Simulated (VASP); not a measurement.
Runs of VASP 6.6.1 on YS. The structure is that of space group Fm-3m (No. 225), or close to it. The cells are those of the table. 

```tsv
task	cell	cutoff (eV)	gap on the mesh (eV)	pressure (GPa)
single point	a = 3.832 Å, angles 60.0°, 2 atoms	520	none	0.1
relaxation of cell and atoms	relaxed to 10 GPa from a = 3.880 Å, angles 60.0°, 2 atoms	600	none	10.0
relaxation of cell and atoms	relaxed from a = 3.880 Å, angles 60.0°, 2 atoms	600	none	0.0
relaxation of cell and atoms	relaxed to 20 GPa from a = 3.880 Å, angles 60.0°, 2 atoms	600	none	20.0
single point	a = 3.735 Å, angles 60.0°, 2 atoms	520	none	(a)
relaxation of cell and atoms	relaxed to 5 GPa from a = 3.880 Å, angles 60.0°, 2 atoms	600	none	5.0
single point	a = 3.663 Å, angles 60.0°, 2 atoms	520	none	20.0
single point	a = 3.780 Å, angles 60.0°, 2 atoms	520	none	5.1
```

Alike in all rows: level LDA; potentials or basis VASP PAW LDA potentials, release 64 (Y_sv, S); no spin polarisation; k mesh 8 × 8 × 8; smearing methfessel-paxton 0.05 eV.

**Question.** Estimate the missing entries.

**Answer.** (a) 10.1.

Caveats: the cell is relaxed towards a set pressure, so the run minimises the enthalpy, not the energy (at least some runs); the cell stands under pressure (at least some runs).

A k mesh can miss the band edges, and the runs leave out spin-orbit coupling on Y.

A gap of «none» marks levels without a gap at the run's occupations.
